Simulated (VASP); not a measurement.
# GeH2 (P4/nmm) in VASP: notebook

The runs below take GeH2 through single point, with r2SCAN.

All numbers are computed with VASP 6.6.1; they aren't measurements. Logs are shortened: lines on timing, memory, paths and dates and some standing lists are left out, and cuts for length are marked.

**1. The cell of the first run**

The structure is tetragonal, space group P4/nmm (No. 129). The conventional cell has a = 3.012 Å, b = 3.012 Å, c = 6.169 Å, α = 90.00°, β = 90.00°, γ = 90.00°. Within 2.9 Å of H (site symmetry 4mm) lie 5 Ge at 2.17 to 2.50 Å and 4 H at 2.53 Å. H (site symmetry -4m2) has 8 H at 2.13 to 2.53 Å and 4 Ge at 2.22 Å within 2.8 Å. Within 2.9 Å of Ge (site symmetry 4mm) lie 9 H at 2.17 to 2.50 Å.

**2. Single point, r2SCAN**

POSCAR

```
GeH2
1.0
    3.0117840000      0.0000000000      0.0000000000
    0.0000000000      3.0117840000      0.0000000000
    0.0000000000      0.0000000000      6.1685410000
H Ge
4 2
Direct
    0.0000000000      0.5000000000      0.3300000000
    0.5000000000      0.0000000000      0.6700000000
    0.0000000000      0.0000000000      0.0000000000
    0.5000000000      0.5000000000      0.0000000000
    0.0000000000      0.5000000000      0.7350000000
    0.5000000000      0.0000000000      0.2650000000
```

INCAR.step1

```
SYSTEM = GeH2
ALGO = Normal
EDIFF = 1E-4
ENCUT = 520
GGA = PE
ISMEAR = -1
LASPH = .True.
LCHARG = .False.
LREAL = .False.
LWAVE = .True.
NBANDS = 25
NELM = 60
PREC = Accurate
SIGMA = 0.1
```

INCAR.step2

```
SYSTEM = GeH2
ALGO = Normal
EDIFF = 1E-7
ENCUT = 520
ISIF = 2
ISMEAR = -1
ISTART = 1
LASPH = .True.
LCHARG = .False.
LMIXTAU = .True.
LREAL = .False.
LWAVE = .False.
METAGGA = R2SCAN
NBANDS = 25
NELM = 60
PREC = Accurate
SIGMA = 0.1
```

KPOINTS

```
k-points
0
Gamma
  6 6 3
  0 0 0
```

Potentials or basis: VASP PAW PBE potentials, release 64 (H, Ge_d).

On the command line:

```sh
> cat potpaw_PBE.64/H/POTCAR potpaw_PBE.64/Ge_d/POTCAR > POTCAR
> cp INCAR.step1 INCAR
> mpirun -np 1 vasp_std > vasp.out
> cp INCAR.step2 INCAR
> mpirun -np 1 vasp_std > vasp.out
```

OUTCAR:

```text
SYSTEM = GeH2
   EDIFF = 1E-7
   ENCUT = 520
   ISIF = 2
   ISMEAR = -1
   ISTART = 1
   LASPH = .True.
   LREAL = .False.
   METAGGA = R2SCAN
   NELM = 60
   PREC = Accurate

 ion  position               nearest neighbor table
   1  0.000  0.500  0.330-
   2  0.500  0.000  0.670-
   3  0.000  0.000  0.000-
   4  0.500  0.500  0.000-
   5  0.000  0.500  0.735-
   6  0.500  0.000  0.265-

  LATTYP: Found a simple tetragonal cell.
 ALAT       =     3.0117840000
 C/A-ratio  =     2.0481352580

  Lattice vectors:

 A1 = (   3.0117840000,   0.0000000000,   0.0000000000)
 A2 = (   0.0000000000,   3.0117840000,   0.0000000000)
 A3 = (   0.0000000000,   0.0000000000,   6.1685410000)

Analysis of symmetry for initial positions (statically):
=====================================================================
 Subroutine PRICEL returns:
 Original cell was already a primitive cell.

 Routine SETGRP: Setting up the symmetry group for a
 simple tetragonal supercell.

 Subroutine GETGRP returns: Found 16 space group operations
 (whereof  8 operations were pure point group operations)
 out of a pool of 16 trial point group operations.

The static configuration has the point symmetry D_2d.
 The point group associated with its full space group is D_4h.

Analysis of symmetry for dynamics (positions and initial velocities):
=====================================================================
 Subroutine PRICEL returns:
 Original cell was already a primitive cell.

 Routine SETGRP: Setting up the symmetry group for a
 simple tetragonal supercell.

 Subroutine GETGRP returns: Found 16 space group operations
 (whereof  8 operations were pure point group operations)
 out of a pool of 16 trial point group operations.

The dynamic configuration has the point symmetry D_2d.
 The point group associated with its full space group is D_4h.

 Subroutine INISYM returns: Found 16 space group operations
 (whereof  8 operations are pure point group operations),
 and found     1 'primitive' translations

----------------------------------------------------------------------------------------

                                     Primitive cell

  volume of cell :      55.9539

[... 89 lines left out ...]
   ENCUT  =  520.0 eV  38.22 Ry    6.18 a.u.   5.60  5.60 11.47*2*pi/ulx,y,z
   NELM   =     60;   NELMIN=  2; NELMDL=  0     # of ELM steps
   EDIFF  = 0.1E-06   stopping-criterion for ELM
   LREAL  =      F    real-space projection
   EDIFFG = 0.1E-05   stopping-criterion for IOM
   NSW    =      0    number of steps for IOM
   IBRION =     -1    ionic relax: 0-MD 1-quasi-New 2-CG
   NFREE  =      0    steps in history (QN), initial steepest desc. (CG)
   ISIF   =      2    stress and relaxation
   ISYM   =      2    0-nonsym 1-usesym 2-fastsym
   POTIM  = 0.5000    time-step for ionic-motion
   TEBEG  =    0.0;   TEEND  =   0.0 temperature during run
   PSTRESS=    0.0 pullay stress
   NELECT =      32.0000    total number of electrons
   NUPDOWN=      -1.0000    fix difference up-down
   EMIN   =  10.00;   EMAX   =-10.00  energy-range for DOS
   EFERMI =   0.00;   METHOD = LEGACY
   ISMEAR =    -1;   SIGMA  =   0.10  broadening in eV -4-tet -1-fermi 0-gaus
   EFERMI_NEDOS =   21; number of points for ismear=-14 and -15
   IALGO  =     38    algorithm
   IMIX   =      4    mixing-type and parameters
     AMIX     =   0.40;   BMIX     =  1.00
     AMIX_MAG =   1.60;   BMIX_MAG =  1.00
  volume/ion in A,a.u.               =       9.33        62.93
  Fermi-wavevector in a.u.,A,eV,Ry     =   1.358881  2.567913 25.123945  1.846558
  Thomas-Fermi vector in A             =   2.485677
   LORBIT       =      0    0 simple, 1 ext, 2 COOP (PROOUT), +10 PAW based schemes
   METAGGA = R2SCAN    functional components
   LHFCALC =     F    Hartree Fock is set to
   AEXX    =    0.0000 exact exchange contribution
   IVDW    =     0    specifies the selected vdW correction
   LEPSILON=     F    determine dielectric tensor
   LRPA    =     F    only Hartree local field effects (RPA)
 non-spin polarized calculation
  energy-cutoff  :      520.00
  volume of cell :       55.95
 maximum number of plane-waves:      1523
 NGX is ok and might be reduce to    24
   NGX = 11   NGY = 11   NGZ = 23

 number of electron      31.9999966 magnetization

 Free energy of the ion-electron system (eV)
  ---------------------------------------------------
  ext. energy  EPLUGINS =         0.00000000
  ---------------------------------------------------
  free energy    TOTEN  =       -36.64148158 eV

  energy without entropy =      -36.59750171  energy(sigma->0) =      -36.61949165

 E-fermi :   4.4618     XC(G=0): -11.4786

 val. band max:        4.4442832441   @ k =   0.5000   0.3333   0.3333
 cond. band min:       4.5364531883   @ k =   0.5000   0.3333   0.0000
 fundamental gap:      0.0921699442
 Fermi energy:         4.4617685322

 k-point     1 :       0.0000    0.0000    0.0000
  band No.  band energies     occupation
      1     -21.2116      2.00000
      2     -21.2067      2.00000
      3     -21.1907      2.00000
      4     -21.1896      2.00000
      5     -21.1426      2.00000
      6     -21.1426      2.00000
[... 549 lines left out ...]
     24      13.6891      0.00000
     25      13.7997      0.00000

------------------------ aborting loop because EDIFF is reached ----------------------------------------

  FORCE on cell =-STRESS in cart. coord.  units (eV):
  Direction    XX          YY          ZZ          XY          YZ          ZX
  --------------------------------------------------------------------------------------
  -------------------------------------------------------------------------------------
  Total        0.0731302      0.0731302     -4.2953451      0.0000000     -0.0000000      0.0000000
  in kB        2.0940023      2.0940023   -122.9924757      0.0000000     -0.0000000      0.0000000
  external PRESSURE =     -39.6014904 kB  Pullay stress =       0.0000000 kB

 VOLUME and BASIS-vectors are now :
 -----------------------------------------------------------------------------
  energy-cutoff  :      520.00
  volume of cell :       55.95
      direct lattice vectors                 reciprocal lattice vectors
     3.011784000  0.000000000  0.000000000     0.332029123  0.000000000  0.000000000
     0.000000000  3.011784000  0.000000000     0.000000000  0.332029123  0.000000000
     0.000000000  0.000000000  6.168541000     0.000000000  0.000000000  0.162112889

 POSITION                                       TOTAL-FORCE (eV/Angst)
 -----------------------------------------------------------------------------------
      0.00000      1.50589      2.03562        -0.000000     -0.000000      0.461678
      1.50589      0.00000      4.13292         0.000000      0.000000     -0.461678
      0.00000      0.00000      0.00000         0.000000      0.000000      0.000000
      1.50589      1.50589      0.00000         0.000000     -0.000000      0.000000
      0.00000      1.50589      4.53388         0.000000      0.000000      1.375252
      1.50589      0.00000      1.63466        -0.000000      0.000000     -1.375252
 -----------------------------------------------------------------------------------
    total drift:                                0.000000      0.000000      0.000000

  FREE ENERGIE OF THE ION-ELECTRON SYSTEM (eV)
  ---------------------------------------------------
  free  energy   TOTEN  =       -36.6414815776 eV

  energy  without entropy=      -36.5975017140  energy(sigma->0) =      -36.61949165
```

OUTCAR.step1:

```text
SYSTEM = GeH2
   EDIFF = 1E-4
   ENCUT = 520
   GGA = PE
   ISMEAR = -1
   LASPH = .True.
   LREAL = .False.
   NELM = 60
[... 790 lines left out ...]
      1.50589      1.50589      0.00000         0.000000     -0.000000      0.000000
      0.00000      1.50589      4.53388         0.000000      0.000000      1.170547
      1.50589      0.00000      1.63466         0.000000      0.000000     -1.170547
 -----------------------------------------------------------------------------------
    total drift:                                0.000000      0.000000      0.000000

  FREE ENERGIE OF THE ION-ELECTRON SYSTEM (eV)
  ---------------------------------------------------
  free  energy   TOTEN  =       -18.3762016503 eV

  energy  without entropy=      -18.3287472001  energy(sigma->0) =      -18.35247443
```

It took 3.2 min on 1 thread of Intel Xeon 6975P-C, shared host; peak memory 0.18 GiB.

What came out:

```yaml
Free_energy: -36.6415 eV
Pressure: -4.0 GPa
Largest_force: 1.375 eV/Å
Band_gap_on_the_k_mesh: zero (band 16 reaches 7.67 eV, above the bottom of band 17 at 2.18 eV)
```

Forces in eV/Å, atoms in the order of the input:
```
H    0.000  0.000  0.462
H    0.000  0.000 -0.462
H    0.000  0.000  0.000
H    0.000  0.000  0.000
Ge   0.000  0.000  1.375
Ge   0.000  0.000 -1.375
```

Stress tensor (GPa, compression positive):
```
  0.21   0.00   0.00
  0.00   0.21   0.00
  0.00   0.00 -12.30
```

Levels at points of the mesh, in eV from the Fermi level:
```
           k point  band 14  band 15  band 16  band 17  band 18  band 19
(0.00, 0.00, 0.00)     0.89     1.66     3.21     3.82     3.82     4.33
(0.50, 0.00, 0.00)    -6.46    -3.69    -3.69     4.95     4.95     6.91
(0.50, 0.50, 0.00)    -4.94    -2.93    -2.93    -1.26    -1.26     0.85
```

Caveat: the PAW data sets were made with another functional, which shifts forces and pressure a little.

**3. Single point, r2SCAN**

POSCAR is that of step 2.

INCAR.step1

```
SYSTEM = GeH2
PREC     = Accurate       ! precision mode
ENCUT    = 520            ! plane-wave cutoff, eV
ISMEAR   = 1              ! smearing method
SIGMA    = 0.001          ! smearing width, eV
LREAL    = .FALSE.        ! projectors in reciprocal space
LASPH    = .TRUE.         ! aspherical terms in the spheres
NELM     = 100            ! most SCF steps
NBANDS   = 25             ! bands
GGA      = PE             ! functional
ALGO     = Normal         ! electronic algorithm
EDIFF    = 1E-4           ! SCF threshold, eV
LWAVE    = .TRUE.         ! write WAVECAR
LCHARG   = .FALSE.        ! write CHGCAR
```

INCAR.step2

```
SYSTEM = GeH2
PREC     = Accurate       ! precision mode
ENCUT    = 520            ! plane-wave cutoff, eV
EDIFF    = 1E-7           ! SCF threshold, eV
ISMEAR   = 1              ! smearing method
SIGMA    = 0.001          ! smearing width, eV
LREAL    = .FALSE.        ! projectors in reciprocal space
LASPH    = .TRUE.         ! aspherical terms in the spheres
NELM     = 100            ! most SCF steps
ALGO     = Normal         ! electronic algorithm
ISIF     = 2              ! what is computed and relaxed
LWAVE    = .FALSE.        ! write WAVECAR
LCHARG   = .FALSE.        ! write CHGCAR
METAGGA  = R2SCAN         ! meta-GGA
LMIXTAU  = .TRUE.       
NBANDS   = 25             ! bands
ISTART   = 1
```

KPOINTS

```
Automatic mesh
0
G
  6 6 3
  0 0 0
```

Potentials or basis: VASP PAW PBE potentials, release 64 (H, Ge_d).

On the command line:

```sh
> cat potpaw_PBE.64/H/POTCAR potpaw_PBE.64/Ge_d/POTCAR > POTCAR
> cp INCAR.step1 INCAR
> mpirun -np 1 vasp_std > vasp.out
> cp INCAR.step2 INCAR
> mpirun -np 1 vasp_std > vasp.out
```

Run time: 3.2 min. Hardware: 1 thread of Intel Xeon 6975P-C, shared host; peak memory 0.18 GiB.

It converged, with:

* Free energy: -36.6098 eV
* Pressure: -4.0 GPa
* Largest force: 1.414 eV/Å
* Band gap on the k mesh: zero (band 16 reaches 7.67 eV, above the bottom of band 17 at 2.18 eV)

Forces on the atoms (eV/Å):
```
H    0.000  0.000  0.456
H    0.000  0.000 -0.456
H    0.000  0.000  0.000
H    0.000  0.000  0.000
Ge   0.000  0.000  1.414
Ge   0.000  0.000 -1.414
```

Stress tensor (GPa, compression positive):
```
  0.12   0.00   0.00
  0.00   0.12   0.00
  0.00   0.00 -12.21
```

Levels at points of the mesh, in eV from the Fermi level:
| k point | band 13 | band 14 | band 15 | band 16 | band 17 | band 18 | band 19 | band 20 |
| --- | --- | --- | --- | --- | --- | --- | --- | --- |
| (0.00, 0.00, 0.00) | -7.81 | 0.91 | 1.69 | 3.22 | 3.84 | 3.84 | 4.35 | 4.60 |
| (0.50, 0.00, 0.00) | -6.45 | -6.45 | -3.67 | -3.67 | 4.97 | 4.97 | 6.92 | 6.92 |
| (0.50, 0.50, 0.00) | -4.91 | -4.91 | -2.91 | -2.91 | -1.24 | -1.24 | 0.87 | 0.87 |

Caveat: the PAW data sets were made with another functional, which shifts forces and pressure a little.
